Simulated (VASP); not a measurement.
# W8C9 (a cell with a defect): relaxation of the atoms with PBEsol

System: W8C9 (a cell with a defect).

```
W C
1.0
     0.00000    4.38536    4.38536
     4.38536    0.00000    4.38536
     4.38536    4.38536    0.00000
W C
8 9
Cartesian
  0.0000 0.0000 0.0000
  2.1927 2.1927 0.0000
  2.1927 0.0000 2.1927
  4.3854 2.1927 2.1927
  0.0000 2.1927 2.1927
  2.1927 4.3854 2.1927
  2.1927 2.1927 4.3854
  4.3854 4.3854 4.3854
  2.1927 2.1927 2.1927
  4.3854 4.3854 2.1927
  4.3854 2.1927 4.3854
  6.5780 4.3854 4.3854
  2.1927 4.3854 4.3854
  4.3854 6.5780 4.3854
  4.3854 4.3854 6.5780
  6.5780 6.5780 6.5780
  1.0963 1.0963 1.0963
```

* Program: VASP 6.6.1
* Task: relaxation of the atoms
* Functional: PBEsol
* Potentials or basis: VASP PAW PBE potentials, release 64 (W_sv, C)
* Cutoff: 520 eV
* k mesh: 3 × 3 × 3
* Occupations: fermi-dirac, width 0.1 eV
* Spin: no spin polarisation
* Dipole correction: no
* Further INCAR settings: ALGO = Normal; EDIFF = 1e-07; IBRION = 2; EDIFFG = -0.02; NSW = 45

| Property | Result |
| --- | --- |
| Energy gained by relaxing | 196.5 meV/atom |
| Ionic steps | 27 |
| Pressure after relaxing | 4.8 GPa |
| Largest force after relaxing | 0.007 eV/Å |
| Band gap on the k mesh | zero (bands 74 and 75 overlap by 0.74 eV) |

Forces on the atoms (eV/Å):
```
W   -0.004 -0.004 -0.004
W    0.004  0.004 -0.004
W    0.004 -0.004  0.004
W    0.004 -0.004 -0.004
W   -0.004  0.004  0.004
W   -0.004  0.004 -0.004
W   -0.004 -0.004  0.004
W    0.004  0.004  0.004
C    0.001  0.001  0.001
C   -0.001 -0.001  0.001
C   -0.001  0.001 -0.001
C   -0.001  0.001  0.001
C    0.001 -0.001 -0.001
C    0.001 -0.001  0.001
C    0.001  0.001 -0.001
C   -0.001 -0.001 -0.001
C    0.000  0.000  0.000
```

The path:
```
step  energy change (eV)  largest force (eV/Å)  pressure (GPa)
   1              0.0000                3.7081           13.00
   2             -1.3968                0.7997           12.32
   3             -1.4841                0.6204           10.71
   4             -1.4847                0.6289           10.80
   5             -1.5607                0.4554           10.56
   6             -1.5968                0.8414           10.40
   7             -1.6313                0.9264           10.29
   8             -1.7335                1.1721           10.00
   9             -1.8330                1.6736            9.63
  10             -1.8796                1.7185            9.44
  11             -2.0121                1.8863            8.89
  12             -2.2071                2.1622            8.20
  13             -1.5704                5.1023           10.60
  14             -2.2240                2.1821            8.17
  15             -2.5058                1.9404            7.26
  16             -2.9173                1.7720            6.87
  17             -3.1769                1.0533            5.49
  18             -3.3122                0.5091            4.38
  19             -3.3125                0.4998            4.34
  20             -3.3286                0.3291            4.55
  21             -3.3354                0.2080            4.84
  22             -3.3391                0.0927            4.81
  23             -3.3403                0.0876            4.79
  24             -3.3409                0.0512            4.80
  25             -3.3412                0.0274            4.82
  26             -3.3412                0.0294            4.82
  27             -3.3413                0.0070            4.78
```

Final structure:
```
CELL_PARAMETERS angstrom
0.00000 4.38536 4.38536
4.38536 0.00000 4.38536
4.38536 4.38536 0.00000
ATOMIC_POSITIONS crystal
W 0.98043 0.98043 0.98043
W 0.98043 0.98043 0.55870
W 0.98043 0.55870 0.98043
W 0.03591 0.48803 0.48803
W 0.55870 0.98043 0.98043
W 0.48803 0.03591 0.48803
W 0.48803 0.48803 0.03591
W 0.48803 0.48803 0.48803
C 0.23441 0.23441 0.23441
C 0.23441 0.23441 0.79677
C 0.23441 0.79677 0.23441
C 0.28454 0.73849 0.73849
C 0.79677 0.23441 0.23441
C 0.73849 0.28454 0.73849
C 0.73849 0.73849 0.28454
C 0.73849 0.73849 0.73849
C 0.12500 0.12500 0.12500
```

Levels at points of the mesh, in eV from the Fermi level:
| k point | band 71 | band 72 | band 73 | band 74 | band 75 | band 76 | band 77 | band 78 |
| --- | --- | --- | --- | --- | --- | --- | --- | --- |
| (0.00, 0.00, 0.00) | -1.28 | 0.11 | 0.11 | 0.62 | 0.62 | 0.62 | 0.90 | 0.90 |

It took 39 min on 1 thread of AMD EPYC 7R43 64-Core Processor (Zen 3), with other jobs on the host, peak memory 0.3 GiB.

Caveat: the k points lie up to 0.41 Å⁻¹ apart, too coarse for converged energies and pressures of a metal; the PAW data sets were made with another functional, which shifts forces and pressure a little; spin-orbit coupling is left out, which moves the levels of the heavy elements.
